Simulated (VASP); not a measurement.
# LaAg (Pm-3m) in VASP: a series of runs, part 2 of 2

VASP 6.6.1.

**3. Relaxation of cell and atoms, LDA**

This run uses another cell than the first one, of 28.70 Å³/atom.

INCAR

```
PREC = Accurate
ENCUT = 600
EDIFF = 1E-6
ISMEAR = -1
SIGMA = 0.05
LREAL = False
LASPH = True
NELM = 100
ALGO = Normal
ISIF = 3
LWAVE = False
LCHARG = False
GGA = CA
IBRION = 2
NSW = 100
EDIFFG = -0.005
```

KPOINTS

```
regular mesh
0
Gamma
  9 9 9
```

POSCAR

```
LaAg
1.0
    3.8577057357      0.0000000000      0.0000000000
    0.0000000000      3.8577057357      0.0000000000
    0.0000000000      0.0000000000      3.8577057357
La Ag
1 1
Direct
    0.5000000000      0.5000000000      0.5000000000
    0.0000000000      0.0000000000      0.0000000000
```

Potentials or basis: VASP PAW LDA potentials, release 64 (La, Ag).

Started as:

```
cat potpaw_LDA.64/La/POTCAR potpaw_LDA.64/Ag/POTCAR > POTCAR
mpirun -np 1 vasp_std > vasp.out
```

OUTCAR:

```text
PREC = Accurate
   ENCUT = 600
   EDIFF = 1E-6
   ISMEAR = -1
   LREAL = False
   LASPH = True
   NELM = 100
   ISIF = 3
   GGA = CA
   IBRION = 2
   NSW = 100
   EDIFFG = -0.005

 ion  position               nearest neighbor table
   1  0.500  0.500  0.500-   2 3.34   2 3.34   2 3.34   2 3.34   2 3.34   2 3.34   2 3.34   2 3.34

   2  0.000  0.000  0.000-   1 3.34   1 3.34   1 3.34   1 3.34   1 3.34   1 3.34   1 3.34   1 3.34

  LATTYP: Found a simple cubic cell.
 ALAT       =     3.8577057357

  Lattice vectors:

 A1 = (   3.8577057357,   0.0000000000,   0.0000000000)
 A2 = (   0.0000000000,   3.8577057357,   0.0000000000)
 A3 = (   0.0000000000,   0.0000000000,   3.8577057357)

Analysis of symmetry for initial positions (statically):
=====================================================================
 Subroutine PRICEL returns:
 Original cell was already a primitive cell.

 Routine SETGRP: Setting up the symmetry group for a
 simple cubic supercell.

 Subroutine GETGRP returns: Found 48 space group operations
 (whereof 48 operations were pure point group operations)
 out of a pool of 48 trial point group operations.

The static configuration has the point symmetry O_h .

Analysis of symmetry for dynamics (positions and initial velocities):
=====================================================================
 Subroutine PRICEL returns:
[... 343 lines left out ...]
  ---------------------------------------------------
  ext. energy  EPLUGINS =         0.00000000
  ---------------------------------------------------
  free energy    TOTEN  =        -9.80120495 eV

  energy without entropy =       -9.78804287  energy(sigma->0) =       -9.79462391

 E-fermi :   8.6573     XC(G=0): -10.9671

 val. band max:        8.6352656474   @ k =   0.4444   0.2222   0.2222
 cond. band min:       8.6930579208   @ k =   0.4444   0.1111   0.0000
 fundamental gap:      0.0577922734
 Fermi energy:         8.6573348582

 k-point     1 :       0.0000    0.0000    0.0000
  band No.  band energies     occupation
      1     -24.1701      2.00000
      2      -7.5349      2.00000
      3      -7.5349      2.00000
      4      -7.5349      2.00000
      5       3.1283      2.00000
      6       3.1283      2.00000
      7       3.2806      2.00000
      8       3.8480      2.00000
      9       3.8480      2.00000
     10       3.8480      2.00000
     11       8.8547      0.03789
     12       8.8547      0.03789
     13      10.2612      0.00000
     14      10.2612      0.00000
[... 401 lines left out ...]
      2      -8.2949      2.00000
      3      -8.0871      2.00000
      4      -7.4982      2.00000
      5       3.4033      2.00000
      6       3.4241      2.00000
      7       3.6083      2.00000
      8       3.6747      2.00000
      9       4.1257      2.00000
     10       6.0656      2.00000
     11       8.4154      1.98429
     12       9.2360      0.00002
     13       9.9074      0.00000
     14      10.1821      0.00000
     15      10.2628      0.00000

 [... further k-points ...]

------------------------ aborting loop because EDIFF is reached ----------------------------------------

  FORCE on cell =-STRESS in cart. coord.  units (eV):
  Direction    XX          YY          ZZ          XY          YZ          ZX
  --------------------------------------------------------------------------------------
  -------------------------------------------------------------------------------------
  Total        0.0049816      0.0049816      0.0049816      0.0000000      0.0000000     -0.0000000
  in kB        0.1564960      0.1564960      0.1564960      0.0000000      0.0000000     -0.0000000
  external PRESSURE =       0.1564960 kB  Pullay stress =       0.0000000 kB
[... 17 lines left out ...]
  FREE ENERGIE OF THE ION-ELECTRON SYSTEM (eV)
  ---------------------------------------------------
  free  energy   TOTEN  =        -9.8012049510 eV

  energy  without entropy=       -9.7880428680  energy(sigma->0) =       -9.79462391

 reached required accuracy - stopping structural energy minimisation
```

CONTCAR:

```text
LaAg
   1.00000000000000
     3.7084542804683802   -0.0000000000000000   -0.0000000000000000
    -0.0000000000000000    3.7084542804683802    0.0000000000000000
     0.0000000000000000   -0.0000000000000000    3.7084542804683802
  La              Ag
     1     1
Direct
     0.5000000000000000    0.5000000000000000    0.5000000000000000
     0.0000000000000000    0.0000000000000000    0.0000000000000000

  0.00000000E+00  0.00000000E+00  0.00000000E+00
  0.00000000E+00  0.00000000E+00  0.00000000E+00
```

It took 86 s on 1 thread of Intel Xeon 6975P-C (Granite Rapids), shared host; peak memory 0.2 GiB.

Results:

| Item | Value |
| --- | --- |
| Free energy | -9.8012 eV |
| Relaxed volume | 25.50 Å³/atom |
| Relaxed cell | a = 3.708 Å, b = 3.708 Å, c = 3.708 Å, α = 90.00°, β = 90.00°, γ = 90.00° |
| Space group after relaxing (to 0.1 Å) | Pm-3m (No. 221) |
| Energy gained by relaxing | 66.4 meV/atom |
| Ionic steps | 18 |
| Pressure after relaxing | 0.0 GPa |
| Band gap on the k mesh | zero (bands 11 and 12 overlap by 2.29 eV) |

The path:
```csv
step,energy change (eV),largest force (eV/Å),pressure (GPa),volume (Å³)
1,0.0000,0.0000,-5.99,57.41
2,-0.1147,0.0000,2.92,48.95
3,-0.1327,0.0000,0.03,51.00
4,-0.1327,0.0000,-0.11,51.12
5,-0.1327,0.0000,-0.16,51.12
6,-0.1327,0.0000,-0.14,51.11
7,-0.1327,0.0000,-0.13,51.11
8,-0.1327,0.0000,-0.13,51.11
9,-0.1327,0.0000,-0.13,51.11
10,-0.1327,0.0000,-0.13,51.11
11,-0.1327,0.0000,-0.14,51.11
12,-0.1327,0.0000,-0.06,51.11
13,-0.1327,0.0000,-0.12,51.10
14,-0.1327,0.0000,-0.12,51.10
15,-0.1327,0.0000,-0.09,51.08
16,-0.1327,0.0000,-0.08,51.04
17,-0.1327,0.0000,0.06,50.97
18,-0.1327,0.0000,0.02,51.00
```

Final structure:
```yaml
crystal:
  lattice:
    - [3.70845, 0.00000, 0.00000]
    - [0.00000, 3.70845, 0.00000]
    - [0.00000, 0.00000, 3.70845]
  atoms:
    - { symbol: La, position: [0.50000, 0.50000, 0.50000] }
    - { symbol: Ag, position: [0.00000, 0.00000, 0.00000] }
```

Caveat: spin-orbit coupling is left out, which moves the levels of the heavy elements. LDA usually gives volumes a few per cent too small.
